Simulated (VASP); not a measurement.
The system is TaF3.

```
Ta F
1.0
     4.16665    0.00000    0.00000
     0.00000    4.16665    0.00000
     0.00000    0.00000    4.16665
Ta F
1 3
Direct
  0.00000 0.00000 0.00000
  0.00000 0.50000 0.00000
  0.50000 0.00000 0.00000
  0.00000 0.00000 0.50000
```

Program: VASP 6.6.1. Alike in all runs: task single point; no spin polarisation; cell as given; k mesh 6 × 6 × 6; cutoff (eV) 520; smearing fermi-dirac 0.1 eV.

Problem. Order these runs on this cell by their pressure, lowest first.
A. level PBE; potentials or basis VASP PAW PBE potentials, release 64 (Ta_pv, F)
B. level RPBE; potentials or basis VASP PAW PBE potentials, release 64 (Ta_pv, F)
C. level LDA; potentials or basis VASP PAW LDA potentials, release 64 (Ta_pv, F)

Solution. C (-9.6 GPa), A (-2.8 GPa), B (-0.2 GPa).

Caveats: the PAW data sets were made with another functional, which shifts forces and pressure a little (some runs).
